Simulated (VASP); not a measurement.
MoS2, 3 atoms in the cell. The typed cell holds 3 atoms: a = 6.379 Å, b = 6.379 Å, c = 6.379 Å, α = 29.12°, β = 29.12°, γ = 29.12°. 

* Program: VASP 6.6.1
* Task: single point
* Functional: r2SCAN
* Potentials or basis: VASP PAW PBE potentials, release 64 (Mo_sv, S)
* Cutoff: 520 eV
* k mesh: 6 × 6 × 6
* Occupations: fermi-dirac, width 0.086 eV
* Spin: no spin polarisation
* Dipole correction: no
* Further INCAR settings: ALGO = Normal; EDIFF = 1e-06; NBANDS = 20

Potentials or basis: VASP PAW PBE potentials, release 64 (Mo_sv, S).

Command:

```console
$ cat potpaw_PBE.64/Mo_sv/POTCAR potpaw_PBE.64/S/POTCAR > POTCAR
$ cp INCAR.step1 INCAR
$ mpirun -np 1 vasp_std > vasp.out
$ cp INCAR.step2 INCAR
$ mpirun -np 1 vasp_std > vasp.out
```

Hardware: 1 thread of Intel(R) Xeon(R) Platinum 8259CL CPU @ 2.50GHz (Skylake/Cascade Lake), on a shared host.

Q: How long does it take, and how much memory?

A: Run time: 14 min on 1 thread of Intel(R) Xeon(R) Platinum 8259CL CPU @ 2.50GHz (Skylake/Cascade Lake), on a shared host, peak memory 0.41 GiB. Counts: k points 112.
